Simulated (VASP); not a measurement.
Here is a VASP 6.6.1 calculation.

File INCAR:

```
SYSTEM = CdSe
ALGO     = Normal         ! electronic algorithm
EDIFF    = 1E-7           ! SCF threshold, eV
ENCUT    = 520            ! plane-wave cutoff, eV
GGA      = PE             ! functional
ISIF     = 2              ! what is computed and relaxed
ISMEAR   = 0              ! smearing method
LASPH    = .True.         ! aspherical terms in the spheres
LCHARG   = .False.        ! write CHGCAR
LREAL    = .False.        ! projectors in reciprocal space
LWAVE    = .False.        ! write WAVECAR
NBANDS   = 26             ! bands
NELM     = 60             ! most SCF steps
PREC     = Accurate       ! precision mode
SIGMA    = 0.05           ! smearing width, eV
```

Contents of KPOINTS:

```
k-points
0
Gamma
  10 10 6
  0 0 0
```

Contents of POSCAR:

```
CdSe
1.0
    4.3233545385      0.0000000000      0.0000000000
   -2.1616772693      3.7441348599      0.0000000000
    0.0000000000      0.0000000000      7.0590149965
Cd Se
2 2
Direct
    0.3333333333      0.6666666667      0.0046115015
    0.6666666667      0.3333333333      0.5046115015
    0.3333333333      0.6666666667      0.3803884985
    0.6666666667      0.3333333333      0.8803884985
```

Potentials or basis: VASP PAW PBE potentials, release 64 (Cd, Se).

Launch:

```sh
$ cat potpaw_PBE.64/Cd/POTCAR potpaw_PBE.64/Se/POTCAR > POTCAR
$ mpirun -np 1 vasp_std > vasp.out
```

Q: Estimate the pressure.

A: 2.3 GPa.

Q: Estimate the largest force.

A: 0.008 eV/Å.

Q: Estimate the band gap on the k mesh.

A: 0.63 eV.

Forces in eV/Å, atoms in the order of the input:
```
Cd   0.000  0.000  0.008
Cd   0.000  0.000  0.008
Se   0.000  0.000 -0.008
Se   0.000  0.000 -0.008
```

PBE gaps usually lie below the measured ones, often by a third to a half.
